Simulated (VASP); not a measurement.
A run of VASP 6.6.1:

INCAR

```
SYSTEM = Si2W
ALGO     = Normal         ! electronic algorithm
EDIFF    = 1E-6           ! SCF threshold, eV
ENCUT    = 520            ! plane-wave cutoff, eV
GGA      = PS             ! functional
ISIF     = 2              ! what is computed and relaxed
ISMEAR   = -1             ! smearing method
LASPH    = .True.         ! aspherical terms in the spheres
LCHARG   = .False.        ! write CHGCAR
LREAL    = .False.        ! projectors in reciprocal space
LWAVE    = .False.        ! write WAVECAR
NBANDS   = 18             ! bands
NELM     = 60             ! most SCF steps
PREC     = Accurate       ! precision mode
SIGMA    = 0.15           ! smearing width, eV
```

File KPOINTS:

```
k-points
0
Gamma
  18 18 18
  0 0 0
```

The input POSCAR:

```
Si2W
1.0
   -1.6010955949      1.6010955949      3.9105756739
    1.6010955949     -1.6010955949      3.9105756739
    1.6010955949      1.6010955949     -3.9105756739
Si W
2 1
Direct
    0.3344085199      0.3344085199      0.0000000000
    0.6655914801      0.6655914801      0.0000000000
    0.0000000000      0.0000000000      0.0000000000
```

Potentials or basis: VASP PAW PBE potentials, release 64 (Si, W_sv).

Command:

```console
$ cat potpaw_PBE.64/Si/POTCAR potpaw_PBE.64/W_sv/POTCAR > POTCAR
$ mpirun -np 1 vasp_std > vasp.out
```

Hardware: 1 thread of Intel Xeon 8259CL, on a shared host.

Q: Estimate the wall time of this run.

A: It took 9.2 min on 1 thread of Intel Xeon 8259CL, with other jobs on the host, peak memory 0.46 GiB. Counts: scf iterations 12, k points 480.
